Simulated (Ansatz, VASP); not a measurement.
# Two plane-wave programs on Pt

```xyz
2
Lattice="2.7933 0.0000 0.0000 -1.3966 2.4191 0.0000 0.0000 0.0000 4.8245" Properties=species:S:1:pos:R:3 pbc="T T T"
Pt    1.3966    0.8064    3.6184
Pt    0.0000    1.6127    1.2061
```

Change from the starting cell: strain +0.025 along x and y, +0.025 along z, atoms carried along.

Alike in both runs: task single point; functional PBEsol; k mesh 24 × 24 × 14; occupations gaussian, width 0.15 eV; no spin polarisation.

|  | VASP | Ansatz |
| --- | --- | --- |
| version | VASP 6.6.1 | Ansatz 0.2.0 |
| potentials or method | VASP PAW PBE potentials, release 64 (Pt), cutoff 520 eV | scalar-relativistic, plane waves, PAW |
| valence electrons in the cell | 20 | 36 |

```tsv
	VASP	Ansatz	Ansatz less VASP
gap on the k mesh at the Fermi level (eV)	none	none	-
pressure (GPa)	-17.4	-17.0	+0.36
traceless stress, the component that is largest in VASP (GPa)	0.78	0.89	+0.108
```

VASP's potentials were made for PBE, not for PBEsol. A gap of «none» marks a metal or a gap that the smearing closes. VASP's potentials hold 20 valence electrons a cell and Ansatz's 36, so a difference there can come from the potentials and not from the codes.

Neither program's run includes spin-orbit coupling.
